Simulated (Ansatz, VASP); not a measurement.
**Two plane-wave programs on SnO2**

Contents of INCAR:

```
SYSTEM = SnO2
  PREC = Accurate
  ENCUT = 520
  EDIFF = 1E-6
  ISMEAR = 0
  SIGMA = 0.05
  LREAL = .False.
  LASPH = .True.
  NELM = 80
  ALGO = Normal
  ISIF = 2
  LWAVE = .False.
  LCHARG = .True.
  GGA = PE
  IVDW = 12
  LELF = .True.
  LVHAR = .True.
  NBANDS = 49
```

File KPOINTS:

```
regular mesh
0
Gamma
  9 9 2
  0 0 0
```

File POSCAR:

```
SnO2
1.0
   -3.2372529198      0.0000000000      0.0000000000
   -1.6186264599     -2.8035432670      0.0000000000
   -1.9423517519     -1.1214173069     12.8754773976
Sn O
3 6
Direct
    0.4666733333      0.4666733333      0.4999833333
    0.9333400000     -0.0666600000      0.1666500000
    0.0000066667      0.0000066667      0.8333166667
    0.5692333259      0.5692333259      0.2435833518
    0.6358999926     -0.3641000074      0.9102500185
    0.1025666593      0.1025666593      0.5769166852
    0.3641133407      0.3641133407      0.7563833148
    0.8307800074     -0.1692199926      0.4230499815
    0.2974466741      0.2974466741      0.0897166482
```

Input for Ansatz:

```yaml
crystal:
  lattice:
    - [-3.2372529198, 0.0, 0.0]
    - [-1.6186264599, -2.803543267, 0.0]
    - [-1.9423517519, -1.1214173069, 12.8754773976]
  atoms:
    - { symbol: Sn, position: [0.4666733333, 0.4666733333, 0.4999833333] }
    - { symbol: Sn, position: [0.93334, -0.06666, 0.16665] }
    - { symbol: Sn, position: [6.6667e-06, 6.6667e-06, 0.8333166667] }
    - { symbol: O, position: [0.5692333259, 0.5692333259, 0.2435833518] }
    - { symbol: O, position: [0.6358999926, -0.3641000074, 0.9102500185] }
    - { symbol: O, position: [0.1025666593, 0.1025666593, 0.5769166852] }
    - { symbol: O, position: [0.3641133407, 0.3641133407, 0.7563833148] }
    - { symbol: O, position: [0.8307800074, -0.1692199926, 0.4230499815] }
    - { symbol: O, position: [0.2974466741, 0.2974466741, 0.0897166482] }
basis:
  ecutwfc: 520.0
kpoints:
  mp_grid: { grid: [9, 9, 2] }
hamiltonian:
  xc: pbe
  pseudopotentials: { kind: paw, azcp: { folder: soft_1 } }
  dispersion: d3bj
scf:
  occupations: { method: gaussian, width: 0.05 }
output:
  forces: true
  stress: true
  eigenvalues: true
```

Alike in both runs: task single point; functional PBE; dispersion D3(BJ); k mesh 9 × 9 × 2; occupations gaussian, width 0.05 eV; no spin polarisation.

|  | VASP | Ansatz |
| --- | --- | --- |
| version | VASP 6.6.1 | Ansatz 0.2.0 |
| potentials or method | VASP PAW PBE potentials, release 64 (Sn_d, O), cutoff 520 eV | scalar-relativistic, plane waves, PAW |
| valence electrons in the cell | 78 | 78 |

|  | VASP | Ansatz | Ansatz less VASP |
| --- | --- | --- | --- |
| gap on the k mesh at the Fermi level (eV) | 1.50 | 1.52 | +0.021 |
| least direct gap on the mesh (eV) | 1.50 | 1.52 | +0.019 |
| pressure (GPa) | 0.9 | 0.2 | -0.68 |
| traceless stress, the component that is largest in VASP (GPa) | 0.61 | 1.05 | +0.444 |
| rms of the force components (eV/Å) | 0.071 | 0.067 | -0.0036 |

Atom by atom the forces differ by 0.027 eV/Å (rms over components).
